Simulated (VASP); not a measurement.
Wanted: the native input for a VASP 6.6.1 run.

- Task: single point
- Functional: r2SCANh
- Potentials or basis: VASP PAW PBE potentials, release 64 (Sb)
- Cutoff: 520 eV
- k mesh: 5 × 5 × 5
- Occupations: fermi-dirac, width 0.05 eV
- Spin: no spin polarisation
- Dipole correction: no
- Grid for exact exchange (PRECFOCK): Normal
- Further INCAR settings: ALGO = Normal; EDIFF = 1e-07; NBANDS = 8
- Share of exact exchange: 0.1

Sb:

```
CELL_PARAMETERS angstrom
0.00000 2.37124 2.37124
2.37124 0.00000 2.37124
2.37124 2.37124 0.00000
ATOMIC_POSITIONS crystal
Sb 0.00000 0.00000 0.00000
```

This isn't the form of Sb at room conditions, which is rhombohedral.

The input as run:

POSCAR

```
Sb
1.0
    0.0000000000      2.3712425216      2.3712425216
    2.3712425216      0.0000000000      2.3712425216
    2.3712425216      2.3712425216      0.0000000000
Sb
1
Direct
    0.0000000000      0.0000000000      0.0000000000
```

INCAR.step1

```
SYSTEM = Sb
  PREC = Accurate
  ENCUT = 520
  EDIFF = 1E-5
  ISMEAR = -1
  SIGMA = 0.05
  LREAL = .FALSE.
  LASPH = .TRUE.
  NELM = 100
  ALGO = Normal
  ISIF = 2
  LWAVE = .TRUE.
  NBANDS = 8
  GGA = PE
```

INCAR.step2

```
SYSTEM = Sb
  PREC = Accurate
  ENCUT = 520
  EDIFF = 1E-7
  ISMEAR = -1
  SIGMA = 0.05
  LREAL = .FALSE.
  LASPH = .TRUE.
  NELM = 100
  ALGO = Normal
  ISIF = 2
  LWAVE = .FALSE.
  LCHARG = .TRUE.
  METAGGA = R2SCAN
  LHFCALC = .TRUE.
  AEXX = 0.1
  LMIXTAU = .TRUE.
  PRECFOCK = Normal
  LELF = .TRUE.
  LVHAR = .TRUE.
  NBANDS = 8
  ISTART = 1
```

KPOINTS

```
Automatic mesh
0
G
  5 5 5
  0 0 0
```

Potentials or basis: VASP PAW PBE potentials, release 64 (Sb).

Command:

```sh
$ cat potpaw_PBE.64/Sb/POTCAR > POTCAR
$ cp INCAR.step1 INCAR
$ mpirun -np 1 vasp_std > vasp.out
$ cp INCAR.step2 INCAR
$ mpirun -np 1 vasp_std > vasp.out
```

It gave:

- Pressure: 0.2 GPa
- Band gap on the k mesh: zero (an odd number of electrons rules out a gap without spin polarisation)

Caveat: the k points lie up to 0.46 Å⁻¹ apart, too coarse for converged energies and pressures of a metal; the PAW data sets were made with another functional, which shifts forces and pressure a little; spin-orbit coupling is left out, which moves the levels of the heavy elements.

It took 120 s on 1 thread of Intel(R) Xeon(R) Platinum 8488C (Sapphire Rapids), with other jobs on the host, peak memory 0.17 GiB.
